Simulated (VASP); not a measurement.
The system is Ti.

```
Ti
1.0
    -1.64100    1.64100    1.64100
     1.64100   -1.64100    1.64100
     1.64100    1.64100   -1.64100
Ti
1
Cartesian
  0.0000 0.0000 0.0000
```

Base run:

| Item | Value |
| --- | --- |
| Program | VASP 6.6.1 |
| Functional | PBEsol |
| Potentials or basis | VASP PAW PBE potentials, release 64 (Ti_sv) |
| Cutoff | 520 eV |
| k mesh | 8 × 8 × 8 |
| Occupations | fermi-dirac, width 0.02 eV |
| Spin | no spin polarisation |

Its results: band gap on the k mesh zero (band 6 reaches 8.75 eV, above the bottom of band 7 at 7.18 eV); pressure -7.1 GPa.

The run is repeated on the same cell with these changes: k mesh from 8 × 8 × 8 to 4 × 4 × 4. What comes out?

Band gap on the k mesh zero (band 6 reaches 8.70 eV, above the bottom of band 7 at 7.14 eV); pressure -5.7 GPa.

Caveats: some runs use coarse meshes; the PAW data sets were made with another functional, which shifts forces and pressure a little.
